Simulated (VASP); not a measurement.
Sn2Ir, 3 atoms in the cell. The structure is cubic, space group Fm-3m (No. 225). The conventional cell has a = 6.338 Å, b = 6.338 Å, c = 6.338 Å, α = 90.00°, β = 90.00°, γ = 90.00°. Sn (site symmetry -43m) has 4 Ir at 2.74 Å and 6 Sn at 3.17 Å within 3.6 Å. Ir (site symmetry m-3m) has 8 Sn at 2.74 Å within 3.6 Å. 

- Program: VASP 6.6.1
- Task: relaxation of cell and atoms
- Functional: r2SCAN
- Potentials or basis: VASP PAW PBE potentials, release 64 (Sn_d, Ir)
- Cutoff: 600 eV
- k mesh: 9 × 9 × 9
- Occupations: fermi-dirac, width 0.1 eV
- Spin: no spin polarisation
- Dipole correction: no
- Further INCAR settings: ALGO = Normal; EDIFF = 1e-07; IBRION = 2; EDIFFG = -0.01; NSW = 80; ISIF = 3

Potentials or basis: VASP PAW PBE potentials, release 64 (Sn_d, Ir).

Command:

```sh
$ cat potpaw_PBE.64/Sn_d/POTCAR potpaw_PBE.64/Ir/POTCAR > POTCAR
$ cp INCAR.step1 INCAR
$ mpirun -np 1 vasp_std > vasp.out
$ cp INCAR.step2 INCAR
$ mpirun -np 1 vasp_std > vasp.out
```

Hardware: 1 thread of Oxide Virtual Turin-like Processor, on a shared host.

Question: Estimate the wall time of this run.

Answer: Wall time 21 min on 1 thread of Oxide Virtual Turin-like Processor, on a shared host, peak memory 0.23 GiB. Counts: k points 35, ion steps 3.
